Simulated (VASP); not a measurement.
ScPt3, 4 atoms in the cell. Symmetry: Pm-3m, No. 221, cubic system. Conventional cell: a = 3.991 Å, b = 3.991 Å, c = 3.991 Å, α = 90.00°, β = 90.00°, γ = 90.00°. Sc (site symmetry m-3m) has 12 Pt at 2.82 Å within 3.7 Å. Within 3.7 Å of Pt (site symmetry 4/mmm) lie 4 Sc at 2.82 Å and 8 Pt at 2.82 Å. 

* Program: VASP 6.6.1
* Task: single point
* Functional: PBEsol
* Potentials or basis: VASP PAW PBE potentials, release 64 (Sc_sv, Pt)
* Cutoff: 520 eV
* k mesh: 10 × 10 × 10
* Occupations: gaussian, width 0.1 eV
* Spin: no spin polarisation
* Dipole correction: no
* Further INCAR settings: ALGO = Normal; EDIFF = 1e-06; NBANDS = 28

Potentials or basis: VASP PAW PBE potentials, release 64 (Sc_sv, Pt).

The run is started by

```bash
$ cat potpaw_PBE.64/Sc_sv/POTCAR potpaw_PBE.64/Pt/POTCAR > POTCAR
$ mpirun -np 1 vasp_std > vasp.out
```

Hardware: 1 thread of Intel Xeon 8259CL, on a shared host.

Problem. How long does it take, and how much memory?

Solution. Run time: 97 s on 1 thread of Intel Xeon 8259CL, with other jobs on the host, peak memory 0.23 GiB. Counts: scf iterations 13, k points 56.
